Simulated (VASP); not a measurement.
# SnO (Cm) in VASP: single point with PBEsol

Aim: the single point of SnO with PBEsol.

All numbers are computed with VASP 6.6.1; they aren't measurements. Logs are shortened: lines on timing, memory, paths and dates and some standing lists are left out, and cuts for length are marked.

## 1. The cell of the first run

It takes space group Cm (No. 8, monoclinic). Conventional cell: a = 5.381 Å, b = 5.381 Å, c = 15.495 Å, α = 90.00°, β = 90.00°, γ = 90.00°. Within 2.9 Å of Sn (site symmetry m) lie 4 O at 2.22 Å. Sn (site symmetry m) has 4 O at 2.22 Å within 2.9 Å. Sn (site symmetry m) has 9 Sn at 3.63 to 4.75 Å and 4 O at 4.06 to 4.07 Å within 4.8 Å. Sn (site symmetry m) has 4 O at 2.22 Å within 2.9 Å. O (site symmetry 1) has 2 Sn at 2.22 Å and 4 O at 2.69 Å within 2.9 Å. Within 2.9 Å of O (site symmetry 1) lie 4 Sn at 2.22 Å and 4 O at 2.69 Å.

## 2. Single point, PBEsol (the distance across one plane changed)

Input file INCAR:

```
SYSTEM = SnO
  ALGO = Fast
  EDIFF = 1E-6
  ENCUT = 520
  GGA = PS
  ISIF = 2
  ISMEAR = 0
  LASPH = .True.
  LCHARG = .False.
  LREAL = .False.
  LWAVE = .False.
  NBANDS = 50
  NELM = 80
  PREC = Accurate
  SIGMA = 0.15
```

Input file KPOINTS:

```
k-points
0
Gamma
  10 10 4
  0 0 0
```

Input file POSCAR:

```
SnO
1.0
   -2.6904553516      2.6904757566      0.0000000000
   -2.6904553516     -2.6904757566      0.0000000000
    0.0000000000      0.0000000000     15.4948200140
Sn O
4 4
Direct
    0.0008102959      0.9991897041      0.4179498641
    0.9991897041      0.0008102959      0.1115629553
    0.4991897041      0.5008102959      0.5756016038
    0.5008102959      0.4991897041      0.2692146950
    0.9992202976      0.5007797024      0.0371953707
    0.0007797023      0.4992202976      0.3435822795
    0.4992202977      0.0007797023      0.0371953707
    0.5007797024      0.9992202976      0.3435822795
```

Potentials or basis: VASP PAW PBE potentials, release 64 (Sn_d, O).

Launch:

```bash
$ cat potpaw_PBE.64/Sn_d/POTCAR potpaw_PBE.64/O/POTCAR > POTCAR
$ mpirun -np 1 vasp_std > vasp.out
```

OUTCAR:

```text
SYSTEM = SnO
   EDIFF = 1E-6
   ENCUT = 520
   GGA = PS
   ISIF = 2
   ISMEAR = 0
   LASPH = .True.
   LREAL = .False.
   NELM = 80
   PREC = Accurate

 ion  position               nearest neighbor table
   1  0.001  0.999  0.418-   8 2.22   6 2.22   8 2.22   6 2.22   4 3.54   4 3.54   4 3.54   4 3.54
                             3 3.63   3 3.63   3 3.63   3 3.64
   2  0.999  0.001  0.112-   7 2.22   5 2.22   5 2.22   7 2.22   4 3.63   4 3.63   4 3.63   4 3.64

   3  0.499  0.501  0.576-   1 3.63   1 3.63   1 3.63   1 3.64
   4  0.501  0.499  0.269-   6 2.22   8 2.22   8 2.22   6 2.22   1 3.54   1 3.54   1 3.54   1 3.54
                             2 3.63   2 3.63   2 3.63   2 3.64
   5  0.999  0.501  0.037-   2 2.22   2 2.22
   6  0.001  0.499  0.344-   4 2.22   1 2.22   4 2.22   1 2.22
   7  0.499  0.001  0.037-   2 2.22   2 2.22
   8  0.501  0.999  0.344-   4 2.22   1 2.22   4 2.22   1 2.22

  LATTYP: Found a simple tetragonal cell.
 ALAT       =     3.8048928757
 C/A-ratio  =     4.0723406729

  Lattice vectors:

 A1 = (  -2.6904553516,   2.6904757566,   0.0000000000)
 A2 = (  -2.6904553516,  -2.6904757566,   0.0000000000)
 A3 = (   0.0000000000,   0.0000000000,  15.4948200140)

Analysis of symmetry for initial positions (statically):
=====================================================================
 Subroutine PRICEL returns:
 Original cell was already a primitive cell.

 Routine SETGRP: Setting up the symmetry group for a
 simple tetragonal supercell.

 Subroutine GETGRP returns: Found  2 space group operations
 (whereof  2 operations were pure point group operations)
 out of a pool of 16 trial point group operations.

The static configuration has the point symmetry C_1h.

Analysis of symmetry for dynamics (positions and initial velocities):
=====================================================================
 Subroutine PRICEL returns:
 Original cell was already a primitive cell.

 Routine SETGRP: Setting up the symmetry group for a
 simple tetragonal supercell.

 Subroutine GETGRP returns: Found  2 space group operations
 (whereof  2 operations were pure point group operations)
 out of a pool of 16 trial point group operations.

The dynamic configuration has the point symmetry C_1h.

 Subroutine INISYM returns: Found  2 space group operations
 (whereof  2 operations are pure point group operations),
 and found     1 'primitive' translations

----------------------------------------------------------------------------------------

                                     Primitive cell

  volume of cell :     224.3218

  direct lattice vectors                    reciprocal lattice vectors
    -2.690455352  2.690475757  0.000000000    -0.185842147  0.185840738  0.000000000
    -2.690455352 -2.690475757  0.000000000    -0.185842147 -0.185840738  0.000000000
     0.000000000  0.000000000 15.494820014     0.000000000  0.000000000  0.064537697

  length of vectors
     3.804892876  3.804892876 15.494820014     0.262819489  0.262819489  0.064537697

  position of ions in fractional coordinates (direct lattice)
     0.000810296  0.999189704  0.417949864
     0.999189704  0.000810296  0.111562955
     0.499189704  0.500810296  0.575601604
     0.500810296  0.499189704  0.269214695
     0.999220298  0.500779702  0.037195371
     0.000779702  0.499220298  0.343582279
     0.499220298  0.000779702  0.037195371
     0.500779702  0.999220298  0.343582279

  ion indices of the primitive-cell ions
   primitive index   ion index
                 1           1
                 2           2
                 3           3
                 4           4
                 5           5
                 6           6
                 7           7
                 8           8

----------------------------------------------------------------------------------------

 KPOINTS: k-points

Automatic generation of k-mesh.
 Grid dimensions read from file:
 generate k-points for:   10   10    4

 Generating k-lattice:

  Cartesian coordinates                     Fractional coordinates (reciprocal lattice)
    -0.018584215  0.018584074  0.000000000     0.100000000  0.000000000  0.000000000
    -0.018584215 -0.018584074  0.000000000     0.000000000  0.100000000  0.000000000
     0.000000000  0.000000000  0.016134424     0.000000000  0.000000000  0.250000000

  Length of vectors
     0.026281949  0.026281949  0.016134424

  Shift w.r.t. Gamma in fractional coordinates (k-lattice)
     0.000000000  0.000000000  0.000000000

 Subroutine IBZKPT returns following result:
 ===========================================

 Found    117 irreducible k-points:

 Following reciprocal coordinates:
            Coordinates               Weight
  0.000000  0.000000  0.000000      1.000000
  0.100000  0.000000  0.000000      4.000000
  0.200000  0.000000  0.000000      4.000000
  0.300000 -0.000000  0.000000      4.000000
  0.400000  0.000000  0.000000      4.000000
  0.500000  0.000000  0.000000      2.000000
[... 16 lines left out ...]
  0.300000  0.300000  0.000000      2.000000
 -0.300000  0.300000  0.000000      2.000000
 [... further k-points ...]
   k-points           NKPTS =    117   k-points in BZ     NKDIM =    117   number of bands    NBANDS=     50
   number of dos      NEDOS =    301   number of ions     NIONS =      8
   total plane-waves  NPLWV =  94080
   dimension x,y,z NGX =    28 NGY =   28 NGZ =  120
   dimension x,y,z NGXF=    56 NGYF=   56 NGZF=  240
   ions per type =               4   4
   NGX,Y,Z   is equivalent  to a cutoff of  12.23, 12.23, 12.87 a.u.
   NGXF,Y,Z  is equivalent  to a cutoff of  24.47, 24.47, 25.75 a.u.
 SYSTEM =  SnO
   PREC   = accura    normal or accurate (medium, high low for compatibility)
   ISTART =      0    job   : 0-new  1-cont  2-samecut
   ICHARG =      2    charge: 1-file 2-atom 10-const
   ISPIN  =      1    spin polarized calculation?
   LNONCOLLINEAR =      F non collinear calculations
   LSORBIT =      F    spin-orbit coupling
   LASPH  =      T    aspherical Exc in radial PAW
   ENCUT  =  520.0 eV  38.22 Ry    6.18 a.u.   7.07  7.07 28.81*2*pi/ulx,y,z
   NELM   =     80;   NELMIN=  2; NELMDL= -5     # of ELM steps
   EDIFF  = 0.1E-05   stopping-criterion for ELM
   LREAL  =      F    real-space projection
   EDIFFG = 0.1E-04   stopping-criterion for IOM
   NSW    =      0    number of steps for IOM
   IBRION =     -1    ionic relax: 0-MD 1-quasi-New 2-CG
   NFREE  =      0    steps in history (QN), initial steepest desc. (CG)
   ISIF   =      2    stress and relaxation
   ISYM   =      2    0-nonsym 1-usesym 2-fastsym
   POTIM  = 0.5000    time-step for ionic-motion
   TEBEG  =    0.0;   TEEND  =   0.0 temperature during run
   PSTRESS=    0.0 pullay stress
   NELECT =      80.0000    total number of electrons
   NUPDOWN=      -1.0000    fix difference up-down
   EMIN   =  10.00;   EMAX   =-10.00  energy-range for DOS
   EFERMI =   0.00;   METHOD = LEGACY
   ISMEAR =     0;   SIGMA  =   0.15  broadening in eV -4-tet -1-fermi 0-gaus
   EFERMI_NEDOS =   21; number of points for ismear=-14 and -15
   IALGO  =     68    algorithm
   IMIX   =      4    mixing-type and parameters
     AMIX     =   0.40;   BMIX     =  1.00
     AMIX_MAG =   1.60;   BMIX_MAG =  1.00
  volume/ion in A,a.u.               =      28.04       189.22
  Fermi-wavevector in a.u.,A,eV,Ry     =   1.160952  2.193882 18.338070  1.347810
  Thomas-Fermi vector in A             =   2.297529
   LORBIT       =      0    0 simple, 1 ext, 2 COOP (PROOUT), +10 PAW based schemes
   GGA     = PS    functional components
   LHFCALC =     F    Hartree Fock is set to
   AEXX    =    0.0000 exact exchange contribution
   IVDW    =     0    specifies the selected vdW correction
   LEPSILON=     F    determine dielectric tensor
   LRPA    =     F    only Hartree local field effects (RPA)
 non-spin polarized calculation
 RMM-DIIS sequential band-by-band and
 Gauss-broadening in eV      SIGMA  =   0.15
  energy-cutoff  :      520.00
  volume of cell :      224.32
 maximum number of plane-waves:      6074
   NGX = 15   NGY = 15   NGZ = 57

 number of electron      79.9999984 magnetization

 Free energy of the ion-electron system (eV)
  ---------------------------------------------------
  ext. energy  EPLUGINS =         0.00000000
  ---------------------------------------------------
  free energy    TOTEN  =       -41.85054425 eV

  energy without entropy =      -41.77684236  energy(sigma->0) =      -41.81369330

 E-fermi :   1.6710     XC(G=0):  -7.6009

 val. band max:        1.6703191367   @ k =   0.5000   0.0000   0.0000
 cond. band min:       1.6711288978   @ k =   0.5000   0.0000   0.2500
 fundamental gap:      0.0008097611
 Fermi energy:         1.6710065990

 k-point     1 :       0.0000    0.0000    0.0000
  band No.  band energies     occupation
      1     -20.2402      2.00000
      2     -19.9378      2.00000
      3     -19.9119      2.00000
      4     -19.9119      2.00000
      5     -19.8765      2.00000
      6     -19.8658      2.00000
[... 42 lines left out ...]
     49       7.3578      0.00000
     50       7.7492      0.00000

 k-point     2 :       0.1000    0.0000    0.0000
  band No.  band energies     occupation
      1     -20.2360      2.00000
      2     -19.9366      2.00000
      3     -19.9187      2.00000
      4     -19.9112      2.00000
      5     -19.8827      2.00000
      6     -19.8727      2.00000
[... 42 lines left out ...]
     49       7.4668      0.00000
     50       7.8293      0.00000

 k-point     3 :       0.2000    0.0000    0.0000
  band No.  band energies     occupation
      1     -20.2247      2.00000
      2     -19.9548      2.00000
      3     -19.9331      2.00000
      4     -19.9094      2.00000
      5     -19.8991      2.00000
      6     -19.8753      2.00000
[... 1102 lines left out ...]
     49       7.2773      0.00000
     50       7.7310      0.00000

 k-point    24 :      -0.3000    0.3000    0.0000
  band No.  band energies     occupation
      1     -20.2012      2.00000
      2     -20.1013      2.00000
      3     -19.9233      2.00000
      4     -19.9164      2.00000
      5     -19.9104      2.00000
      6     -19.8661      2.00000
[... 42 lines left out ...]
     49       7.2728      0.00000
     50       7.7481      0.00000

 [... further k-points ...]

------------------------ aborting loop because EDIFF is reached ----------------------------------------

  FORCE on cell =-STRESS in cart. coord.  units (eV):
  Direction    XX          YY          ZZ          XY          YZ          ZX
  --------------------------------------------------------------------------------------
  -------------------------------------------------------------------------------------
  Total       -8.3311832     -8.3316728     -4.7032115      0.0000000     -0.0309364      0.0000000
  in kB      -59.5039592    -59.5074563    -33.5918319      0.0000000     -0.2209578      0.0000000
  external PRESSURE =     -50.8677492 kB  Pullay stress =       0.0000000 kB

 VOLUME and BASIS-vectors are now :
 -----------------------------------------------------------------------------
  energy-cutoff  :      520.00
  volume of cell :      224.32
      direct lattice vectors                 reciprocal lattice vectors
    -2.690455352  2.690475757  0.000000000    -0.185842147  0.185840738  0.000000000
    -2.690455352 -2.690475757  0.000000000    -0.185842147 -0.185840738  0.000000000
     0.000000000  0.000000000 15.494820014     0.000000000  0.000000000  0.064537697

 POSITION                                       TOTAL-FORCE (eV/Angst)
 -----------------------------------------------------------------------------------
     -2.69046     -2.68612      6.47606         0.000000      0.004300      0.423456
     -2.69046      2.68612      1.72865         0.000000      0.001465     -3.659839
     -2.69046     -0.00436      8.91884         0.000000     -0.008102     -0.244288
     -2.69046      0.00436      4.17143         0.000000      0.000964     -0.776257
     -4.03568      1.34104      0.57634        -0.000003     -0.000140      1.863934
     -1.34523     -1.34104      5.32375         0.003765      0.000827      0.264530
     -1.34523      1.34104      0.57634         0.000003     -0.000140      1.863934
     -4.03568     -1.34104      5.32375        -0.003765      0.000827      0.264530
 -----------------------------------------------------------------------------------
    total drift:                               -0.000000      0.000706     -0.000686

  FREE ENERGIE OF THE ION-ELECTRON SYSTEM (eV)
  ---------------------------------------------------
  free  energy   TOTEN  =       -41.8505442519 eV

  energy  without entropy=      -41.7768423557  energy(sigma->0) =      -41.81369330
```

Run time: 43 min. Hardware: 1 thread of Oxide Virtual Turin-like, shared host; peak memory 0.92 GiB.

What came out:

```yaml
Free_energy: -41.8505 eV
Pressure: -5.1 GPa
Largest_force: 3.660 eV/Å
Band_gap_on_the_k_mesh: zero (bands 40 and 41 overlap by 0.67 eV)
```

Forces on the atoms (eV/Å):
```
Sn   0.000  0.004  0.423
Sn   0.000  0.001 -3.660
Sn   0.000 -0.008 -0.244
Sn   0.000  0.001 -0.776
O    0.000  0.000  1.864
O    0.004  0.001  0.265
O    0.000  0.000  1.864
O   -0.004  0.001  0.265
```

Caveat: the cell differs from its parent crystal (the distance across one plane changed); the cell stands under tension; the PAW data sets were made with another functional, which shifts forces and pressure a little; spin-orbit coupling is left out, which moves the levels of the heavy elements.
